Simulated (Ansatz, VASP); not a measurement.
# One calculation of Cl, two programs

```xyz
2
Lattice="15.0000 0.0000 0.0000 0.0000 15.5000 0.0000 0.0000 0.0000 16.0000" Properties=species:S:1:pos:R:3 pbc="T T T"
Cl    6.6770    7.7352    7.4927
Cl    8.3230    7.7648    8.5073
```

Alike in both runs: task relaxation of the atoms; functional PBE; k mesh 1 × 1 × 1; occupations gaussian, width 0.005 eV; no spin polarisation.

|  | VASP | Ansatz |
| --- | --- | --- |
| version | VASP 6.6.1 | Ansatz 0.2.0 |
| potentials or method | VASP PAW PBE potentials, release 64 (Cl), cutoff 520 eV | scalar-relativistic, plane waves, PAW |
| valence electrons in the cell | 14 | 14 |

```csv
,VASP,Ansatz,Ansatz less VASP
"gap on the k mesh at the Fermi level, each at its own relaxed structure (eV)",3.06,2.95,-0.106
```
